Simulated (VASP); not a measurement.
Crystal: Ca.

```
Ca
1.0
     3.79054    0.00000    0.00000
    -1.89527    3.28270    0.00000
     0.00000    0.00000    3.54178
Ca
1
Direct
  0.00000 0.00000 0.00000
```

- Program: VASP 6.6.1
- Task: relaxation of cell and atoms
- Functional: PBEsol
- Potentials or basis: VASP PAW PBE potentials, release 64 (Ca_sv)
- Cutoff: 600 eV
- k mesh: 18 × 18 × 16
- Occupations: gaussian, width 0.1 eV
- Spin: no spin polarisation

At the start: pressure -0.9 GPa; volume 44.07 Å³/atom.

Task: Where does the relaxation end?

Result: Over 6 steps the energy falls by 9.3 meV/atom and the volume is 40.88 Å³/atom (-7.2 %); space group P6/mmm (No. 191, to 0.05 Å).

Step by step:
```
step  energy change (eV)  largest force (eV/Å)  pressure (GPa)  volume (Å³)
   1              0.0000                0.0000           -0.90        44.07
   2             -0.0068                0.0000           -0.48        42.51
   3             -0.0089                0.0000           -0.05        41.14
   4             -0.0089                0.0000            0.01        41.06
   5             -0.0093                0.0000            0.01        40.90
   6             -0.0093                0.0000            0.02        40.88
```

Final structure:
```
Ca
1.0
     3.70247    0.00000    0.00000
    -1.85124    3.20644    0.00000
     0.00000    0.00000    3.44351
Ca
1
Direct
  0.00000 0.00000 0.00000
```

Caveat: the PAW data sets were made with another functional, which shifts forces and pressure a little.
